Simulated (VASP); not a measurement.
Runs of VASP 6.6.1 on GaSi2S2. The structure is that of space group P-6m2 (No. 187), or close to it. The cells are those of the table. 

```tsv
cell	gap on the mesh (eV)	pressure (GPa)	largest force (eV/Å)
a = 3.323, b = 3.323, c = 9.707 Å, angles 90.0, 90.0, 120.0°, 5 atoms	none	-0.2	0.02
a = 4.255, b = 4.255, c = 9.144 Å, angles 90.0, 90.0, 120.0°, 5 atoms	none	0.0	(a)
a = 4.166, b = 4.166, c = 8.732 Å, angles 90.0, 90.0, 120.0°, 5 atoms	none	0.0	0.05
a = 4.362, b = 4.362, c = 6.009 Å, angles 90.0, 90.0, 120.0°, 5 atoms	none	-0.2	0.08
```

Alike in all rows: task single point; level PBE; potentials or basis VASP PAW PBE potentials, release 64 (Ga_d, Si, S); no spin polarisation; k mesh 5 × 5 × 2; cutoff (eV) 500; smearing gaussian 0.2 eV.

Fill in the values left out.

(a) 0.04.

Caveats: some runs use coarse meshes; this functional lacks dispersion, which binds the layers, so the pressure and a relaxed spacing across them are unreliable (some runs).

A k mesh can miss the band edges, and the runs leave out spin-orbit coupling on Ga.

A gap of «none» marks levels without a gap at the run's occupations.
